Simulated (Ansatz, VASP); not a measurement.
## One calculation of Na3TlCl4, two programs

```xyz
8
Lattice="0.0000 5.8910 4.2779 4.2790 0.0000 4.2779 4.2790 5.8910 0.0000" Properties=species:S:1:pos:R:3 pbc="T T T"
Na    4.2790    5.8910    1.0743
Na    6.4185    8.8366    7.4910
Na    2.1395    2.9455    3.2131
Tl    4.2790    5.8910    5.3510
Cl    4.2790    9.0583    5.3580
Cl    4.2790    2.7238    5.3580
Cl    2.1365    5.8910    3.2149
Cl    6.4215    5.8910    3.2149
```

Change from the starting cell: the structure that the rattled cell fell into.

Alike in both runs: functional PBE; k mesh 4 × 4 × 4; occupations gaussian, width 0.02 eV; no spin polarisation.

Ansatz relaxed the structure, and its values are those at the end. VASP's run is a single point on that final structure, the one shown.

|  | VASP | Ansatz |
| --- | --- | --- |
| version | VASP 6.6.1 | Ansatz 0.2.0 |
| potentials or method | VASP PAW PBE potentials, release 64 (Na_pv, Tl_d, Cl), cutoff 520 eV | scalar-relativistic, plane waves, PAW |
| valence electrons in the cell | 62 | 68 |

|  | VASP | Ansatz | Ansatz less VASP |
| --- | --- | --- | --- |
| gap on the k mesh at the Fermi level (eV) | 3.19 | 3.18 | -0.009 |
| least direct gap on the mesh (eV) | 3.25 | 3.24 | -0.012 |
| pressure (GPa) | -0.1 | 0.0 | +0.05 |

The functional is the same, so the differences come from potentials, cutoffs and numerics. VASP's potentials hold 62 valence electrons a cell and Ansatz's 68, so a difference there can come from the potentials and not from the codes.

Spin-orbit coupling is off throughout.
